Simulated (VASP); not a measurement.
A run of VASP 6.6.1:

File INCAR:

```
SYSTEM = HfN
ALGO     = Normal         ! electronic algorithm
EDIFF    = 1E-6           ! SCF threshold, eV
ENCUT    = 520            ! plane-wave cutoff, eV
GGA      = PE             ! functional
ISIF     = 2              ! what is computed and relaxed
ISMEAR   = 0              ! smearing method
LASPH    = .True.         ! aspherical terms in the spheres
LCHARG   = .False.        ! write CHGCAR
LREAL    = .False.        ! projectors in reciprocal space
LWAVE    = .False.        ! write WAVECAR
NBANDS   = 14             ! bands
NELM     = 60             ! most SCF steps
PREC     = Accurate       ! precision mode
SIGMA    = 0.15           ! smearing width, eV
```

KPOINTS

```
k-points
0
Gamma
  18 18 18
  0 0 0
```

The input POSCAR:

```
HfN
1.0
    0.0000000000      2.2590000000      2.0782800000
    2.2590000000      0.0000000000      2.0782800000
    2.2590000000      2.2590000000      0.0000000000
Hf N
1 1
Direct
    0.0000000000      0.0000000000      0.0000000000
    0.5000000000      0.5000000000      0.5000000000
```

Potentials or basis: VASP PAW PBE potentials, release 64 (Hf_pv, N).

Command:

```bash
$ cat potpaw_PBE.64/Hf_pv/POTCAR potpaw_PBE.64/N/POTCAR > POTCAR
$ mpirun -np 1 vasp_std > vasp.out
```

Hardware: 1 thread of Intel Xeon 8259CL, with other jobs on the host.

Estimate the wall time of this run.

Run time: 4.1 min on 1 thread of Intel Xeon 8259CL (shared host), peak memory 0.27 GiB. Counts: scf iterations 12, k points 480.
